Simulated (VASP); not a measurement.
Input of a VASP 6.6.1 run:

INCAR

```
SYSTEM = Na
ALGO = Normal
EDIFF = 1E-6
ENCUT = 520
GGA = PS
ISIF = 2
ISMEAR = -1
IVDW = 13
LASPH = .True.
LCHARG = .False.
LREAL = .False.
LWAVE = .False.
NBANDS = 18
NELM = 60
PREC = Accurate
SIGMA = 0.15
```

The input KPOINTS:

```
k-points
0
Gamma
  4 4 4
  0 0 0
```

File POSCAR:

```
Na
1.0
    0.0000000000      4.7311220000      4.7311220000
    4.7311220000      0.0000000000      4.7311220000
    4.7311220000      4.7311220000      0.0000000000
Na
3
Direct
    0.2500000000      0.2500000000      0.2500000000
    0.7500000000      0.7500000000      0.7500000000
    0.5000000000      0.5000000000      0.5000000000
```

Potentials or basis: VASP PAW PBE potentials, release 64 (Na_pv).

The run is started by

```console
$ cat potpaw_PBE.64/Na_pv/POTCAR > POTCAR
$ mpirun -np 1 vasp_std > vasp.out
```

Predict the pressure.

0.2 GPa.

Estimate the dispersion energy per atom.

-0.047 eV.

Caveat: the PAW data sets were made with another functional, which shifts forces and pressure a little; pairwise dispersion overbinds metals, which lowers pressure and volume.
